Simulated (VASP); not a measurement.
Ru: single point with r2SCAN

The system is Ru.

```xyz
2
Lattice="2.7305 0.0000 0.0000 -1.3652 2.3647 0.0000 0.0000 0.0000 4.3039" Properties=species:S:1:pos:R:3 pbc="T T T"
Ru    0.0000    1.5764    1.0760
Ru    1.3652    0.7882    3.2279
```

| Item | Value |
| --- | --- |
| Program | VASP 6.6.1 |
| Task | single point |
| Functional | r2SCAN |
| Potentials or basis | VASP PAW PBE potentials, release 64 (Ru_sv) |
| Cutoff | 620 eV |
| k mesh | 18 × 18 × 10 |
| Occupations | gaussian, width 0.1 eV |
| Spin | no spin polarisation |

```yaml
Pressure: -9.2 GPa
Band_gap_on_the_k_mesh: zero (bands 16 and 17 overlap by 3.15 eV)
```

Levels at points of the mesh, in eV from the Fermi level:
```
           k point  band 12  band 13  band 14  band 15  band 16  band 17  band 18  band 19  band 20  band 21
(0.00, 0.00, 0.00)    -2.60    -2.39    -1.91    -1.91    -1.43    -1.43     1.20     1.20     1.37    10.56
(0.50, 0.00, 0.00)    -3.06    -2.08    -1.84    -1.50     1.41     1.83     1.93     4.10     6.23    11.40
(0.00, 0.00, 0.50)    -2.78    -2.78    -2.78    -2.72    -2.72     0.55     0.55     0.55     0.55    15.05
(0.50, 0.00, 0.50)    -4.56    -1.07    -1.07     0.45     0.45     1.67     1.67     3.45     3.45    10.76
```

Wall time 2.9 min on 1 thread of Intel(R) Xeon(R) 6975P-C (Granite Rapids), with other jobs on the host, peak memory 0.27 GiB.

Caveat: the cell stands under tension; the PAW data sets were made with another functional, which shifts forces and pressure a little.
